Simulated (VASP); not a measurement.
# ZrS (Fm-3m) in VASP: a series of runs, part 2 of 2

VASP 6.6.1. Earlier steps stand in the parts before.

## 3. Single point, PBEsol

This run uses another cell than the first one, of 15.84 Å³/atom.

The input, INCAR:

```
PREC = Accurate
ENCUT = 520
EDIFF = 1E-6
ISMEAR = 0
SIGMA = 0.1
LREAL = False
LASPH = True
NELM = 80
ALGO = Normal
ISIF = 2
LWAVE = False
LCHARG = True
GGA = PS
LELF = True
LVHAR = True
NBANDS = 16
```

The input, KPOINTS:

```
regular mesh
0
Gamma
  14 14 14
```

The input, POSCAR:

```
ZrS
1.0
    0.0000000000      2.5116361364      2.5116361364
    2.5116361364      0.0000000000      2.5116361364
    2.5116361364      2.5116361364      0.0000000000
Zr S
1 1
Direct
    0.0000000000      0.0000000000      0.0000000000
    0.5000000000      0.5000000000      0.5000000000
```

Potentials or basis: VASP PAW PBE potentials, release 64 (Zr_sv, S).

The run is started by

```console
cat potpaw_PBE.64/Zr_sv/POTCAR potpaw_PBE.64/S/POTCAR > POTCAR
mpirun -np 1 vasp_std > vasp.out
```

OUTCAR:

```text
PREC = Accurate
   ENCUT = 520
   EDIFF = 1E-6
   ISMEAR = 0
   LREAL = False
   LASPH = True
   NELM = 80
   ISIF = 2
   GGA = PS

 ion  position               nearest neighbor table
   1  0.000  0.000  0.000-   2 2.51   2 2.51   2 2.51   2 2.51   2 2.51   2 2.51
   2  0.500  0.500  0.500-   1 2.51   1 2.51   1 2.51   1 2.51   1 2.51   1 2.51

  LATTYP: Found a face centered cubic cell.
 ALAT       =     5.0232722728

  Lattice vectors:

 A1 = (   0.0000000000,   2.5116361364,   2.5116361364)
 A2 = (   2.5116361364,   0.0000000000,   2.5116361364)
 A3 = (   2.5116361364,   2.5116361364,   0.0000000000)

Analysis of symmetry for initial positions (statically):
=====================================================================
 Subroutine PRICEL returns:
 Original cell was already a primitive cell.

 Routine SETGRP: Setting up the symmetry group for a
 face centered cubic supercell.

 Subroutine GETGRP returns: Found 48 space group operations
 (whereof 48 operations were pure point group operations)
 out of a pool of 48 trial point group operations.

The static configuration has the point symmetry O_h .

Analysis of symmetry for dynamics (positions and initial velocities):
=====================================================================
 Subroutine PRICEL returns:
 Original cell was already a primitive cell.

 Routine SETGRP: Setting up the symmetry group for a
 face centered cubic supercell.

 Subroutine GETGRP returns: Found 48 space group operations
 (whereof 48 operations were pure point group operations)
 out of a pool of 48 trial point group operations.

The dynamic configuration has the point symmetry O_h .

 Subroutine INISYM returns: Found 48 space group operations
 (whereof 48 operations are pure point group operations),
 and found     1 'primitive' translations

----------------------------------------------------------------------------------------

                                     Primitive cell

  volume of cell :      31.6884

  direct lattice vectors                    reciprocal lattice vectors
     0.000000000  2.511636136  2.511636136    -0.199073422  0.199073422  0.199073422
     2.511636136  0.000000000  2.511636136     0.199073422 -0.199073422  0.199073422
     2.511636136  2.511636136  0.000000000     0.199073422  0.199073422 -0.199073422

  length of vectors
     3.551989888  3.551989888  3.551989888     0.344805281  0.344805281  0.344805281

  position of ions in fractional coordinates (direct lattice)
     0.000000000  0.000000000  0.000000000
     0.500000000  0.500000000  0.500000000

  ion indices of the primitive-cell ions
   primitive index   ion index
                 1           1
                 2           2

----------------------------------------------------------------------------------------

 KPOINTS: regular mesh

Automatic generation of k-mesh.
 Grid dimensions read from file:
 generate k-points for:   14   14   14

 Generating k-lattice:

  Cartesian coordinates                     Fractional coordinates (reciprocal lattice)
    -0.014219530  0.014219530  0.014219530     0.071428571  0.000000000  0.000000000
     0.014219530 -0.014219530  0.014219530     0.000000000  0.071428571  0.000000000
     0.014219530  0.014219530 -0.014219530     0.000000000  0.000000000  0.071428571

  Length of vectors
     0.024628949  0.024628949  0.024628949

  Shift w.r.t. Gamma in fractional coordinates (k-lattice)
     0.000000000  0.000000000  0.000000000

 Subroutine IBZKPT returns following result:
 ===========================================

 Found    104 irreducible k-points:

 Following reciprocal coordinates:
            Coordinates               Weight
  0.000000  0.000000  0.000000      1.000000
  0.071429  0.000000  0.000000      8.000000
  0.142857  0.000000  0.000000      8.000000
  0.214286  0.000000  0.000000      8.000000
  0.285714  0.000000  0.000000      8.000000
  0.357143  0.000000  0.000000      8.000000
[... 16 lines left out ...]
  0.214286  0.142857  0.000000     24.000000
  0.285714  0.142857  0.000000     24.000000
 [... further k-points ...]
   k-points           NKPTS =    104   k-points in BZ     NKDIM =    104   number of bands    NBANDS=     16
   number of dos      NEDOS =    301   number of ions     NIONS =      2
   total plane-waves  NPLWV =  21952
   dimension x,y,z NGX =    28 NGY =   28 NGZ =   28
   dimension x,y,z NGXF=    56 NGYF=   56 NGZF=   56
   ions per type =               1   1
   NGX,Y,Z   is equivalent  to a cutoff of  13.11, 13.11, 13.11 a.u.
   NGXF,Y,Z  is equivalent  to a cutoff of  26.21, 26.21, 26.21 a.u.
 SYSTEM =  unknown system
   PREC   = accura    normal or accurate (medium, high low for compatibility)
   ISTART =      0    job   : 0-new  1-cont  2-samecut
   ICHARG =      2    charge: 1-file 2-atom 10-const
   ISPIN  =      1    spin polarized calculation?
   LNONCOLLINEAR =      F non collinear calculations
   LSORBIT =      F    spin-orbit coupling
   LASPH  =      T    aspherical Exc in radial PAW
   ENCUT  =  520.0 eV  38.22 Ry    6.18 a.u.   6.60  6.60  6.60*2*pi/ulx,y,z
   NELM   =     80;   NELMIN=  2; NELMDL= -5     # of ELM steps
   EDIFF  = 0.1E-05   stopping-criterion for ELM
   LREAL  =      F    real-space projection
   EDIFFG = 0.1E-04   stopping-criterion for IOM
   NSW    =      0    number of steps for IOM
   IBRION =     -1    ionic relax: 0-MD 1-quasi-New 2-CG
   NFREE  =      0    steps in history (QN), initial steepest desc. (CG)
   ISIF   =      2    stress and relaxation
   ISYM   =      2    0-nonsym 1-usesym 2-fastsym
   POTIM  = 0.5000    time-step for ionic-motion
   TEBEG  =    0.0;   TEEND  =   0.0 temperature during run
   PSTRESS=    0.0 pullay stress
   NELECT =      18.0000    total number of electrons
   NUPDOWN=      -1.0000    fix difference up-down
   EMIN   =  10.00;   EMAX   =-10.00  energy-range for DOS
   EFERMI =   0.00;   METHOD = LEGACY
   ISMEAR =     0;   SIGMA  =   0.10  broadening in eV -4-tet -1-fermi 0-gaus
   EFERMI_NEDOS =   21; number of points for ismear=-14 and -15
   IALGO  =     38    algorithm
   IMIX   =      4    mixing-type and parameters
     AMIX     =   0.40;   BMIX     =  1.00
     AMIX_MAG =   1.60;   BMIX_MAG =  1.00
  volume/ion in A,a.u.               =      15.84       106.92
  Fermi-wavevector in a.u.,A,eV,Ry     =   1.355810  2.562110 25.010525  1.838222
  Thomas-Fermi vector in A             =   2.482866
   LORBIT       =      0    0 simple, 1 ext, 2 COOP (PROOUT), +10 PAW based schemes
   GGA     = PS    functional components
   LHFCALC =     F    Hartree Fock is set to
   AEXX    =    0.0000 exact exchange contribution
   IVDW    =     0    specifies the selected vdW correction
   LEPSILON=     F    determine dielectric tensor
   LRPA    =     F    only Hartree local field effects (RPA)
 non-spin polarized calculation
 Gauss-broadening in eV      SIGMA  =   0.10
  energy-cutoff  :      520.00
  volume of cell :       31.69
 maximum number of plane-waves:       881
   NGX = 13   NGY = 13   NGZ = 13

 number of electron      18.0000001 magnetization

 Free energy of the ion-electron system (eV)
  ---------------------------------------------------
  ext. energy  EPLUGINS =         0.00000000
  ---------------------------------------------------
  free energy    TOTEN  =       -16.38595240 eV

  energy without entropy =      -16.37948208  energy(sigma->0) =      -16.38271724

 E-fermi :  12.3144     XC(G=0): -12.1075

 val. band max:       12.3077279666   @ k =   0.2857   0.0000   0.0000
 cond. band min:      12.3247662741   @ k =   0.0714   0.0714   0.0000
 fundamental gap:      0.0170383075
 Fermi energy:        12.3144005639

 k-point     1 :       0.0000    0.0000    0.0000
  band No.  band energies     occupation
      1     -37.2681      2.00000
      2     -15.2698      2.00000
      3     -15.2698      2.00000
      4     -15.2698      2.00000
      5      -4.1074      2.00000
      6       8.8036      2.00000
[... 8 lines left out ...]
     15      19.4598      0.00000
     16      25.9883      0.00000
[... 419 lines left out ...]
 k-point    24 :       0.2857    0.1429    0.0000
  band No.  band energies     occupation
      1     -37.2376      2.00000
      2     -15.5686      2.00000
      3     -15.3351      2.00000
      4     -15.3253      2.00000
      5      -3.1441      2.00000
      6       5.3668      2.00000
[... 8 lines left out ...]
     15      21.4941      0.00000
     16      21.9896      0.00000

 [... further k-points ...]

------------------------ aborting loop because EDIFF is reached ----------------------------------------

  FORCE on cell =-STRESS in cart. coord.  units (eV):
  Direction    XX          YY          ZZ          XY          YZ          ZX
  --------------------------------------------------------------------------------------
  -------------------------------------------------------------------------------------
  Total        3.0273914      3.0273914      3.0273914      0.0000000      0.0000000     -0.0000000
  in kB      153.0660932    153.0660932    153.0660932      0.0000000      0.0000000     -0.0000000
  external PRESSURE =     153.0660932 kB  Pullay stress =       0.0000000 kB

 VOLUME and BASIS-vectors are now :
 -----------------------------------------------------------------------------
  energy-cutoff  :      520.00
  volume of cell :       31.69
      direct lattice vectors                 reciprocal lattice vectors
     0.000000000  2.511636136  2.511636136    -0.199073422  0.199073422  0.199073422
     2.511636136  0.000000000  2.511636136     0.199073422 -0.199073422  0.199073422
     2.511636136  2.511636136  0.000000000     0.199073422  0.199073422 -0.199073422

 POSITION                                       TOTAL-FORCE (eV/Angst)
 -----------------------------------------------------------------------------------
      0.00000      0.00000      0.00000         0.000000     -0.000000      0.000000
      2.51164      2.51164      2.51164        -0.000000      0.000000     -0.000000
 -----------------------------------------------------------------------------------
    total drift:                                0.000000      0.000000      0.000000

  FREE ENERGIE OF THE ION-ELECTRON SYSTEM (eV)
  ---------------------------------------------------
  free  energy   TOTEN  =       -16.3859524036 eV

  energy  without entropy=      -16.3794820807  energy(sigma->0) =      -16.38271724
```

OSZICAR:

```text
N       E                     dE             d eps       ncg     rms          rms(c)
DAV:   1     0.123107901228E+03    0.12311E+03   -0.96734E+03  3336   0.111E+03
DAV:   2    -0.120587114291E+02   -0.13517E+03   -0.13005E+03  4296   0.288E+02
DAV:   3    -0.171361991603E+02   -0.50775E+01   -0.50386E+01  5088   0.495E+01
DAV:   4    -0.172251445763E+02   -0.88945E-01   -0.88908E-01  4224   0.607E+00
DAV:   5    -0.172267292778E+02   -0.15847E-02   -0.15847E-02  4872   0.639E-01    0.208E+01
DAV:   6    -0.164231869415E+02    0.80354E+00   -0.16357E+00  4024   0.958E+00    0.978E+00
DAV:   7    -0.163907391690E+02    0.32448E-01   -0.21759E-01  4920   0.309E+00    0.345E+00
DAV:   8    -0.163865949242E+02    0.41442E-02   -0.31057E-02  3968   0.129E+00    0.396E-01
DAV:   9    -0.163860669169E+02    0.52801E-03   -0.42557E-03  3928   0.449E-01    0.152E-01
DAV:  10    -0.163859765810E+02    0.90336E-04   -0.39821E-04  4208   0.198E-01    0.646E-02
DAV:  11    -0.163859523314E+02    0.24250E-04   -0.90502E-05  4256   0.621E-02    0.407E-02
DAV:  12    -0.163859524036E+02   -0.72270E-07   -0.35687E-06  3912   0.142E-02
   1 F= -.16385952E+02 E0= -.16382717E+02  d E =-.647032E-02
```

stdout:

```text
POSCAR found type information on POSCAR ZrS
 POSCAR found :  2 types and       2 ions
 scaLAPACK will be used
 -----------------------------------------------------------------------------
|                                                                             |
|                                                                             |
|     You enforced a specific xc type in the INCAR file but a different       |
|     I HOPE YOU KNOW WHAT YOU ARE DOING!                                     |
|                                                                             |
 -----------------------------------------------------------------------------

 LDA part: xc-table for (Slater+PW92), standard interpolation
 POSCAR, INCAR and KPOINTS ok, starting setup
 FFT: planning ... GRIDC
 FFT: planning ... GRID_SOFT
 FFT: planning ... GRID
 WAVECAR not read
 entering main loop
```

It took 22 s on 1 thread of Intel Xeon 6975P-C (Granite Rapids), shared host; peak memory 0.18 GiB.

Results:

| Item | Value |
| --- | --- |
| Free energy | -16.3860 eV |
| Pressure | 15.3 GPa |
| Band gap on the k mesh | zero (bands 9 and 10 overlap by 3.48 eV) |

Levels at points of the mesh, in eV from the Fermi level:
```csv
k point,band 5,band 6,band 7,band 8,band 9,band 10,band 11,band 12,band 13,band 14
"(0.00, 0.00, 0.00)",-16.42,-3.51,-3.51,-3.51,-1.68,-1.68,-1.68,-0.85,-0.85,3.00
"(0.50, 0.00, 0.00)",-14.30,-8.70,-6.50,-6.50,1.80,1.80,2.00,2.28,6.14,6.14
"(0.50, 0.50, 0.00)",-15.48,-6.41,-4.49,-4.49,-4.12,0.58,2.91,2.91,3.45,4.45
```

Caveat: the cell stands under pressure; the PAW data sets were made with another functional, which shifts forces and pressure a little.

## 4. Single point, PBEsol

This run uses another cell than the first one, of 16.42 Å³/atom.

The input, INCAR:

```
PREC = Accurate
ENCUT = 520
EDIFF = 1E-7
ISMEAR = 0
SIGMA = 0.1
LREAL = False
LASPH = True
NELM = 100
ALGO = Normal
ISIF = 2
LWAVE = False
LCHARG = False
GGA = PS
NBANDS = 16
```

The input, KPOINTS:

```
Automatic mesh
0
Gamma
  14 14 14
```

The input, POSCAR:

```
ZrS
1.0
    0.0000000000      2.5415971792      2.5415971792
    2.5415971792      0.0000000000      2.5415971792
    2.5415971792      2.5415971792      0.0000000000
Zr S
1 1
Direct
    0.0000000000      0.0000000000      0.0000000000
    0.5000000000      0.5000000000      0.5000000000
```

The run is started by

```console
cat potpaw_PBE.64/Zr_sv/POTCAR potpaw_PBE.64/S/POTCAR > POTCAR
mpirun -np 1 vasp_std > vasp.out
```

It took 25 s on 1 thread of Intel Xeon 6975P-C (Granite Rapids), shared host; peak memory 0.18 GiB.

It converged, with:

```yaml
Free_energy: -16.4702 eV
Pressure: 8.3 GPa
Band_gap_on_the_k_mesh: zero (bands 9 and 10 overlap by 3.29 eV)
```

Levels at points of the mesh, in eV from the Fermi level:
```csv
k point,band 7,band 8,band 9,band 10,band 11,band 12
"(0.00, 0.00, 0.00)",-3.52,-3.52,-1.59,-1.59,-1.59,-0.81
"(0.50, 0.00, 0.00)",-6.36,-6.36,1.70,1.70,1.96,2.13
"(0.50, 0.50, 0.00)",-4.49,-4.49,-3.94,0.56,2.75,2.75
```

Caveat: the cell stands under pressure; the PAW data sets were made with another functional, which shifts forces and pressure a little.

## 5. Single point, PBEsol

This run uses another cell than the first one, of 16.90 Å³/atom.

The input, INCAR:

```
  PREC = Accurate
  ENCUT = 520
  EDIFF = 1E-6
  ISMEAR = 0
  SIGMA = 0.1
  LREAL = F
  LASPH = T
  NELM = 100
  ALGO = Normal
  ISIF = 2
  LWAVE = F
  LCHARG = T
  GGA = PS
  LELF = T
  LVHAR = T
  NBANDS = 16
```

The input, KPOINTS:

```
regular mesh
0
Gamma
  14 14 14
```

The input, POSCAR:

```
ZrS
1.0
    0.0000000000      2.5664200079      2.5664200079
    2.5664200079      0.0000000000      2.5664200079
    2.5664200079      2.5664200079      0.0000000000
Zr S
1 1
Direct
    0.0000000000      0.0000000000      0.0000000000
    0.5000000000      0.5000000000      0.5000000000
```

The run is started by

```console
cat potpaw_PBE.64/Zr_sv/POTCAR potpaw_PBE.64/S/POTCAR > POTCAR
mpirun -np 1 vasp_std > vasp.out
```

Wall time 23 s (1 thread of Intel Xeon 6975P-C (Granite Rapids), shared host); peak memory 0.19 GiB.

The run converged. Its results:

| Property | Result |
| --- | --- |
| Free energy | -16.5052 eV |
| Pressure | 3.3 GPa |
| Band gap on the k mesh | zero (bands 9 and 10 overlap by 3.15 eV) |

Levels at points of the mesh, in eV from the Fermi level:
```tsv
k point	band 7	band 8	band 9	band 10	band 11	band 12
(0.00, 0.00, 0.00)	-3.53	-3.53	-1.52	-1.52	-1.52	-0.77
(0.50, 0.00, 0.00)	-6.24	-6.24	1.62	1.62	1.93	2.01
(0.50, 0.50, 0.00)	-4.49	-4.49	-3.79	0.54	2.63	2.63
```

Caveat: the cell stands under pressure; the PAW data sets were made with another functional, which shifts forces and pressure a little.

## 6. Single point, PBEsol

This run uses another cell than the first one, of 17.60 Å³/atom.

The input, INCAR:

```
ALGO     = Normal         # electronic algorithm
EDIFF    = 1E-6           # SCF threshold, eV
ENCUT    = 520            # plane-wave cutoff, eV
GGA      = PS             # functional
ISIF     = 2              # what is computed and relaxed
ISMEAR   = 0              # smearing method
LASPH    = T              # aspherical terms in the spheres
LCHARG   = F              # write CHGCAR
LREAL    = F              # projectors in reciprocal space
LWAVE    = F              # write WAVECAR
NBANDS   = 16             # bands
NELM     = 100            # most SCF steps
PREC     = Accurate       # precision mode
SIGMA    = 0.1            # smearing width, eV
```

The input, KPOINTS:

```
k-points
0
Gamma
  14 14 14
```

The input, POSCAR:

```
ZrS
1.0
    0.0000000000      2.6013965938      2.6013965938
    2.6013965938      0.0000000000      2.6013965938
    2.6013965938      2.6013965938      0.0000000000
Zr S
1 1
Direct
    0.0000000000      0.0000000000      0.0000000000
    0.5000000000      0.5000000000      0.5000000000
```

Potentials or basis: VASP PAW PBE potentials, release 64 (Zr_sv, S).

The run is started by

```console
cat potpaw_PBE.64/Zr_sv/POTCAR potpaw_PBE.64/S/POTCAR > POTCAR
mpirun -np 1 vasp_std > vasp.out
```

Run time: 22 s. Hardware: 1 thread of Intel Xeon 6975P-C (Granite Rapids), shared host; peak memory 0.19 GiB.

It converged, with:

```
Free energy            : -16.5068 eV
Pressure               : -2.8 GPa
Band gap on the k mesh : zero (bands 9 and 10 overlap by 2.95 eV)
```

Levels at points of the mesh, in eV from the Fermi level:
```tsv
k point	band 6	band 7	band 8	band 9	band 10	band 11	band 12	band 13
(0.00, 0.00, 0.00)	-3.53	-3.53	-3.53	-1.43	-1.43	-1.43	-0.73	-0.73
(0.50, 0.00, 0.00)	-8.17	-6.08	-6.08	1.52	1.52	1.86	1.89	5.85
(0.50, 0.50, 0.00)	-6.31	-4.48	-4.48	-3.59	0.51	2.46	2.46	2.90
```

Caveat: the PAW data sets were made with another functional, which shifts forces and pressure a little.

## 7. Overview

```tsv
cell	gap on the mesh (eV)	pressure (GPa)
a = 3.479 Å, angles 60.0°, 2 atoms	none	30.3
a = 3.552 Å, angles 60.0°, 2 atoms	none	15.3
a = 3.594 Å, angles 60.0°, 2 atoms	none	8.3
a = 3.629 Å, angles 60.0°, 2 atoms	none	3.3
a = 3.679 Å, angles 60.0°, 2 atoms	none	-2.8
```

Alike in all rows: task single point; level PBEsol; potentials or basis VASP PAW PBE potentials, release 64 (Zr_sv, S); no spin polarisation; k mesh 14 × 14 × 14; cutoff (eV) 520; smearing gaussian 0.1 eV.

Caveats: the PAW data sets were made with another functional, which shifts forces and pressure a little; the cell stands under pressure (at least some runs).

Absolute energies hang on the potentials; compare differences alone.
